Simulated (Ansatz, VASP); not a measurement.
## ZnS: VASP beside Ansatz

Contents of INCAR:

```
SYSTEM = ZnS
PREC = Accurate
ENCUT = 520
EDIFF = 1E-6
ISMEAR = -1
SIGMA = 0.05
LREAL = .False.
LASPH = .True.
NELM = 100
ALGO = Normal
ISIF = 2
LWAVE = .False.
LCHARG = .True.
GGA = PE
LELF = .True.
LVHAR = .True.
NBANDS = 16
```

Contents of KPOINTS:

```
regular mesh
0
Gamma
  15 15 15
  0 0 0
```

The input POSCAR:

```
ZnS
1.0
    0.0000000000      2.5302844416      2.5302844416
    2.5302844416      0.0000000000      2.5302844416
    2.5302844416      2.5302844416      0.0000000000
Zn S
1 1
Direct
    0.0000000000      0.0000000000      0.0000000000
    0.5000000000      0.5000000000      0.5000000000
```

Input for Ansatz:

```yaml
crystal:
  lattice:
    - [0.0, 2.5302844416, 2.5302844416]
    - [2.5302844416, 0.0, 2.5302844416]
    - [2.5302844416, 2.5302844416, 0.0]
  atoms:
    - { symbol: Zn, position: [0.0, 0.0, 0.0] }
    - { symbol: S, position: [0.5, 0.5, 0.5] }
kpoints:
  mp_grid: { grid: [15, 15, 15] }
scf:
  occupations: { method: fermi_dirac, width: 0.05 }
hamiltonian:
  xc: pbe
  pseudopotentials: { kind: all_electron, lapw: { basis_error: 0.001 } }
output:
  forces: true
  stress: true
  eigenvalues: true
```

Change from the starting cell: volume scaled by 0.975.

Alike in both runs: task single point; functional PBE; k mesh 15 × 15 × 15; occupations fermi-dirac, width 0.05 eV; no spin polarisation.

```csv
,VASP,Ansatz
version,VASP 6.6.1,Ansatz 0.2.0
potentials or method,"VASP PAW PBE potentials, release 64 (Zn, S), cutoff 520 eV","all-electron LAPW, scalar-relativistic"
```

|  | VASP | Ansatz | Ansatz less VASP |
| --- | --- | --- | --- |
| pressure (GPa) | 2.5 | 2.4 | -0.11 |

Ansatz ran all-electron here, and VASP with PAW potentials.
